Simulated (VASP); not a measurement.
Runs of VASP 6.6.1 on Ni. The structure is that of space group P6_3/mmc (No. 194), or close to it. The cells are those of the table. This isn't the form of Ni at room conditions, which is fcc.

```tsv
spin	cell	k mesh	gap on the mesh (eV)	pressure (GPa)	moment (μB)
collinear, ferromagnetic start	a = 2.526, b = 2.526, c = 4.156 Å, angles 90.0, 90.0, 120.0°, 2 atoms	16 × 16 × 9	none	0.0	1.18
collinear, ferromagnetic start	a = 2.421, b = 2.421, c = 3.983 Å, angles 90.0, 90.0, 120.0°, 2 atoms	16 × 16 × 9	none	29.0	1.12
collinear, ferromagnetic start	a = 2.559, b = 2.559, c = 4.211 Å, angles 90.0, 90.0, 120.0°, 2 atoms	16 × 16 × 9	none	-5.9	1.22
collinear, ferromagnetic start	a = 2.492, b = 2.492, c = 4.100 Å, angles 90.0, 90.0, 120.0°, 2 atoms	16 × 16 × 9	none	(c)	(a)
collinear, antiferromagnetic start	a = 2.526, b = 2.526, c = 4.156 Å, angles 90.0, 90.0, 120.0°, 2 atoms	14 × 14 × 8	none	(b)	0.00
```

Alike in all rows: task single point; level BLYP; potentials or basis VASP PAW PBE potentials, release 64 (Ni); cutoff (eV) 520; smearing fermi-dirac 0.05 eV.

**Question.** Estimate the missing entries.

**Answer.** (a) 1.16; (b) -0.5; (c) 7.4.

Caveats: the PAW data sets were made with another functional, which shifts forces and pressure a little; the cell stands under pressure (at least some runs); the cell stands under tension (at least some runs).

A gap of «none» marks levels without a gap at the run's occupations.
